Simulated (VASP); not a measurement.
P:

```xyz
2
Lattice="1.7257 0.9963 3.1297 -1.7257 0.9963 3.1297 0.0000 -1.9927 3.1297" Properties=species:S:1:pos:R:3 pbc="T T T"
P     0.0000    0.0000    2.1321
P     0.0000    0.0000    7.2570
```

- Program: VASP 6.6.1
- Task: relaxation of cell and atoms
- Functional: PBE
- Dispersion: D3(BJ)
- Potentials or basis: VASP PAW PBE potentials, release 64 (P)
- Cutoff: 600 eV
- k mesh: 8 × 8 × 8
- Occupations: gaussian, width 0.05 eV
- Spin: no spin polarisation

At the start: pressure -2.7 GPa; volume 16.14 Å³/atom.

Question: How do energy, volume and symmetry change on relaxing?

Answer: Over 12 steps the energy falls by 18.9 meV/atom and the volume is 14.87 Å³/atom (-7.9 %); space group R-3m (No. 166, to 0.1 Å) before and after.

Step by step:
```tsv
step	energy change (eV)	largest force (eV/Å)	pressure (GPa)	volume (Å³)
1	0.0000	0.1162	-2.69	32.29
2	-0.0135	0.3554	-0.11	31.04
3	-0.0148	0.4404	0.71	30.63
4	-0.0255	0.3177	0.97	30.17
5	-0.0339	0.1311	1.77	29.40
6	-0.0372	0.0118	-0.56	29.93
7	-0.0373	0.0127	-0.17	29.84
8	-0.0373	0.0104	-0.18	29.85
9	-0.0376	0.0198	-0.14	29.81
10	-0.0378	0.0322	-0.05	29.77
11	-0.0378	0.0359	-0.02	29.75
12	-0.0379	0.0090	-0.06	29.73
```

Final structure:
```cif
data_structure
_symmetry_space_group_name_H-M 'P 1'
_symmetry_Int_Tables_number 1
_cell_length_a 3.5549
_cell_length_b 3.5549
_cell_length_c 3.5549
_cell_angle_alpha 57.222
_cell_angle_beta 57.222
_cell_angle_gamma 57.222
_cell_volume 29.73
loop_
_atom_site_label
_atom_site_type_symbol
_atom_site_fract_x
_atom_site_fract_y
_atom_site_fract_z
_atom_site_occupancy
P1 P 0.23337 0.23337 0.23337 1
P2 P 0.76663 0.76663 0.76663 1
```
